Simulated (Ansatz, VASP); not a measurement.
## KCl: VASP beside Ansatz

```xyz
2
Lattice="0.0000 3.0382 3.0382 3.0382 0.0000 3.0382 3.0382 3.0382 0.0000" Properties=species:S:1:pos:R:3 pbc="T T T"
K     0.0000    0.0000    0.0000
Cl    3.0382    3.0382    3.0382
```

Alike in both runs: functional LDA; k mesh 6 × 6 × 6; occupations gaussian, width 0.02 eV; no spin polarisation.

Ansatz relaxed the structure, and its values are those at the end. VASP's run is a single point on that final structure, the one shown.

```csv
,VASP,Ansatz
version,VASP 6.6.1,Ansatz 0.2.0
potentials or method,"VASP PAW LDA potentials, release 64 (K_sv, Cl), cutoff 500 eV","scalar-relativistic, plane waves, PAW"
valence electrons in the cell,16,16
```

Ansatz gave:

```
gap on the k mesh at the Fermi level (eV) : 5.11
least direct gap on the mesh (eV)         : 5.11
pressure (GPa)                            : 0.0
```

Q: Which values does VASP return?

A: gap on the k mesh at the Fermi level (eV): 5.12; least direct gap on the mesh (eV): 5.12; pressure (GPa): 0.1.

LDA's correlation is that of Perdew and Zunger in VASP and of Perdew and Wang (1992) in Ansatz.
